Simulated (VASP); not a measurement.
Input of a VASP 6.6.1 run:

Contents of POSCAR:

```
Pb
1.0
    0.0000000000      2.4946408835      2.4946408835
    2.4946408835      0.0000000000      2.4946408835
    2.4946408835      2.4946408835      0.0000000000
Pb
1
Direct
    0.0000000000      0.0000000000      0.0000000000
```

Contents of INCAR.step1:

```
SYSTEM = Pb
PREC     = Accurate       ! precision mode
ENCUT    = 520            ! plane-wave cutoff, eV
ISMEAR   = 1              ! smearing method
SIGMA    = 0.6            ! smearing width, eV
LREAL    = .FALSE.        ! projectors in reciprocal space
LASPH    = .TRUE.         ! aspherical terms in the spheres
NELM     = 80             ! most SCF steps
NBANDS   = 13             ! bands
GGA      = PE             ! functional
ALGO     = Normal         ! electronic algorithm
EDIFF    = 1E-4           ! SCF threshold, eV
LWAVE    = .TRUE.         ! write WAVECAR
LCHARG   = .FALSE.        ! write CHGCAR
```

Contents of INCAR.step2:

```
SYSTEM = Pb
PREC     = Accurate       ! precision mode
ENCUT    = 520            ! plane-wave cutoff, eV
EDIFF    = 1E-6           ! SCF threshold, eV
ISMEAR   = 1              ! smearing method
SIGMA    = 0.6            ! smearing width, eV
LREAL    = .FALSE.        ! projectors in reciprocal space
LASPH    = .TRUE.         ! aspherical terms in the spheres
NELM     = 80             ! most SCF steps
ALGO     = Normal         ! electronic algorithm
ISIF     = 2              ! what is computed and relaxed
LWAVE    = .FALSE.        ! write WAVECAR
LCHARG   = .FALSE.        ! write CHGCAR
METAGGA  = R2SCAN         ! meta-GGA
LMIXTAU  = .TRUE.       
NBANDS   = 13             ! bands
ISTART   = 1
```

Contents of KPOINTS:

```
regular mesh
0
G
  11 11 11
  0 0 0
```

Potentials or basis: VASP PAW PBE potentials, release 64 (Pb_d).

The run is started by

```sh
$ cat potpaw_PBE.64/Pb_d/POTCAR > POTCAR
$ cp INCAR.step1 INCAR
$ mpirun -np 1 vasp_std > vasp.out
$ cp INCAR.step2 INCAR
$ mpirun -np 1 vasp_std > vasp.out
```

Task: What does it give for the band gap on the k mesh?

Result: Zero (band 7 reaches 14.50 eV, above the bottom of band 8 at 5.53 eV).

Task: Predict the pressure.

Result: 0.0 GPa.

Caveat: the PAW data sets were made with another functional, which shifts forces and pressure a little; spin-orbit coupling is left out, which moves the levels of the heavy elements.
